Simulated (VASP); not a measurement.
Here is a VASP 6.6.1 calculation.

File INCAR:

```
  PREC = Accurate
  ENCUT = 600
  EDIFF = 1E-6
  ISMEAR = 0
  SIGMA = 0.15
  LREAL = False
  LASPH = True
  NELM = 80
  ALGO = Normal
  ISIF = 3
  LWAVE = False
  LCHARG = False
  GGA = PE
  IBRION = 2
  NSW = 36
  EDIFFG = -0.08
```

File KPOINTS:

```
Automatic mesh
0
Gamma
  4 4 4
```

The input POSCAR:

```
Zn4SeO3
1.0
   -2.3900000000      2.3900000000      4.7750000000
    2.3900000000     -2.3900000000      4.7750000000
    2.3900000000      2.3900000000     -4.7750000000
Zn Se O
4 1 3
Direct
    0.1450000000      0.1450000000      0.5700000000
    0.5750000000      0.5750000000      0.4300000000
    0.4250000000      0.8550000000      0.0000000000
    0.8550000000      0.4250000000      0.0000000000
    0.0000000000      0.0000000000      0.0000000000
    0.5000000000      0.5000000000      0.0000000000
    0.2500000000      0.7500000000      0.5000000000
    0.7500000000      0.2500000000      0.5000000000
```

Potentials or basis: VASP PAW PBE potentials, release 64 (Zn, Se, O).

Run with:

```sh
$ cat potpaw_PBE.64/Zn/POTCAR potpaw_PBE.64/Se/POTCAR potpaw_PBE.64/O/POTCAR > POTCAR
$ mpirun -np 1 vasp_std > vasp.out
```

Q: What does it give for the space group after relaxing (to 0.1 Å)?

A: I-42m (No. 121).

Q: What does it give for the relaxed cell?

A: a = 5.972 Å, b = 5.972 Å, c = 5.972 Å, α = 131.49°, β = 131.49°, γ = 71.04°.

Q: Predict the relaxed volume.

A: 14.63 Å³/atom.

Forces in eV/Å, atoms in the order of the input:
```
Zn  -0.034 -0.034  0.025
Zn   0.034  0.034  0.025
Zn   0.034 -0.034 -0.025
Zn  -0.034  0.034 -0.025
Se   0.000  0.000  0.000
O    0.000  0.000  0.000
O    0.000  0.000  0.000
O    0.000  0.000  0.000
```

Caveat: the relaxation stopped at a loose force limit of 0.08 eV/Å, so its end isn't a converged minimum.
